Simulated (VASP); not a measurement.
Input of a VASP 6.6.1 run:

The input INCAR:

```
PREC = Accurate ; ENCUT = 520
EDIFF = 1E-6 ; ISMEAR = 0
SIGMA = 0.15 ; LREAL = F
LASPH = T ; NELM = 80
ALGO = Fast ; ISIF = 2
LWAVE = F ; LCHARG = F
GGA = PS ; NBANDS = 14
```

File KPOINTS:

```
Automatic mesh
0
Gamma
  20 20 20
```

Contents of POSCAR:

```
AlNi
1.0
    2.6475031352      0.0000000000      0.0000000000
    0.0000000000      2.6475031352      0.0000000000
    0.0000000000      0.0000000000      2.8621655516
Al Ni
1 1
Direct
    0.0000000000      0.0000000000      0.0000000000
    0.5000000000      0.5000000000      0.5000000000
```

Potentials or basis: VASP PAW PBE potentials, release 64 (Al, Ni).

Run with:

```console
$ cat potpaw_PBE.64/Al/POTCAR potpaw_PBE.64/Ni/POTCAR > POTCAR
$ mpirun -np 1 vasp_std > vasp.out
```

(1) Predict the pressure.

Answers

(1) 38.4 GPa.

Caveat: the cell differs from its parent crystal (strain -0.0750 x Voigt [1, 1, 0, 0, 0, 0]); the PAW data sets were made with another functional, which shifts forces and pressure a little.
